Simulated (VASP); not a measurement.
**MgI2: single point with PBE+D3(BJ)**

MgI2:

```
Mg I
1.0
     4.15370    0.00000    0.00000
    -2.07685    3.59721    0.00000
     0.00000    0.00000    7.13648
Mg I
1 2
Direct
  0.00000 0.00000 0.00000
  0.33333 0.66667 0.75763
  0.66667 0.33333 0.24237
```

This cell differs from its parent crystal: strain +0.000 along x and y, +0.040 along z.

```yaml
Program: VASP 6.6.1
Task: single point
Functional: PBE
Dispersion: D3(BJ)
Potentials_or_basis: VASP PAW PBE potentials, release 64 (Mg, I)
Cutoff: 520 eV
k_mesh: 6 × 6 × 4
Occupations: gaussian, width 0.05 eV
Spin: no spin polarisation
Dipole_correction: no
Further_INCAR_settings: ALGO = Normal; EDIFF = 1e-07; NBANDS = 15
```

The pressure is -1.4 GPa and the largest force is 0.259 eV/Å. The band gap on the k mesh is 3.45 eV (least direct gap 3.58 eV) and the dispersion energy per atom is -0.297 eV.

Forces on the atoms (eV/Å):
```
Mg   0.000  0.000  0.000
I    0.000  0.000  0.259
I    0.000  0.000 -0.259
```

Stress tensor (GPa, compression positive):
```
-1.09  0.00  0.00
 0.00 -1.09  0.00
 0.00  0.00 -1.89
```

Levels at points of the mesh, in eV from the valence-band top:
| k point | band 4 | band 5 | band 6 | band 7 | band 8 | band 9 | band 10 | band 11 | band 12 | band 13 |
| --- | --- | --- | --- | --- | --- | --- | --- | --- | --- | --- |
| (0.00, 0.00, 0.00) | -0.31 | -0.31 | -0.18 | 0.00 | 0.00 | 3.58 | 4.88 | 6.78 | 6.78 | 7.27 |
| (0.50, 0.00, 0.00) | -2.74 | -1.78 | -1.21 | -0.89 | -0.42 | 3.61 | 5.28 | 5.46 | 6.94 | 7.51 |
| (0.00, 0.00, 0.50) | -1.42 | -0.23 | -0.23 | -0.08 | -0.08 | 4.56 | 4.91 | 6.64 | 6.64 | 7.80 |
| (0.50, 0.00, 0.50) | -3.05 | -1.18 | -1.07 | -0.82 | -0.61 | 3.45 | 5.14 | 5.62 | 6.01 | 7.55 |

Wall time 84 s on 1 thread of Intel Xeon 8259CL, with other jobs on the host, peak memory 0.25 GiB.

Caveat: the cell differs from its parent crystal (strain +0.000 along x and y, +0.040 along z); spin-orbit coupling is left out, which moves the levels of the heavy elements. A k mesh can miss the band edges.
